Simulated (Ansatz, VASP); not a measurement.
**One calculation of InSb, two programs**

Contents of INCAR:

```
SYSTEM = InSb
PREC = Accurate ; ENCUT = 520
EDIFF = 1E-6 ; ISMEAR = 0
SIGMA = 0.15 ; LREAL = .False.
LASPH = .True. ; NELM = 100
ALGO = Normal ; ISIF = 2
LWAVE = .False. ; LCHARG = .False.
GGA = PE ; NBANDS = 16
```

Contents of KPOINTS:

```
Automatic mesh
0
Gamma
  12 12 12
  0 0 0
```

POSCAR

```
InSb
1.0
    0.0000000000      2.8445450131      3.5364613676
    2.8445450131      0.0000000000      3.5364613676
    2.8445450131      2.8445450131      0.0000000000
In Sb
1 1
Direct
    0.0000000000      0.0000000000      0.0000000000
    0.5000000000      0.5000000000      0.5000000000
```

Input for Ansatz:

```yaml
crystal:
  lattice:
    - [0.0, 2.8445450131, 3.5364613676]
    - [2.8445450131, 0.0, 3.5364613676]
    - [2.8445450131, 2.8445450131, 0.0]
  atoms:
    - { symbol: In, position: [0.0, 0.0, 0.0] }
    - { symbol: Sb, position: [0.5, 0.5, 0.5] }
basis:
  ecutwfc: 420
kpoints:
  mp_grid: { grid: [12, 12, 12] }
hamiltonian:
  xc: pbe
  pseudopotentials: { kind: paw, azcp: { folder: soft_1 } }
scf:
  occupations: { method: gaussian, width: 0.15 }
output:
  forces: true
  stress: true
  eigenvalues: true
```

Change from the starting cell: strain +e along x and -e along y +0.0000, strain +e along z and -e/2 along x and y +0.1500.

Alike in both runs: task single point; functional PBE; k mesh 12 × 12 × 12; occupations gaussian, width 0.15 eV; no spin polarisation.

```csv
,VASP,Ansatz
version,VASP 6.6.1,Ansatz 0.2.0
potentials or method,"VASP PAW PBE potentials, release 64 (In_d, Sb), cutoff 520 eV","scalar-relativistic, plane waves, PAW"
valence electrons in the cell,18,28
```

VASP gave:

* gap on the k mesh at the Fermi level (eV): none
* pressure (GPa): 5.4
* traceless stress, the component that is largest in VASP (GPa): -9.74

Problem. What did Ansatz give for the same quantities?

Solution. gap on the k mesh at the Fermi level (eV): none; pressure (GPa): 5.5; traceless stress, the component that is largest in VASP (GPa): -9.75.

A gap of «none» marks a metal or a gap that the smearing closes. VASP's potentials hold 18 valence electrons a cell and Ansatz's 28, so a difference there can come from the potentials and not from the codes.

Neither program's run includes spin-orbit coupling.
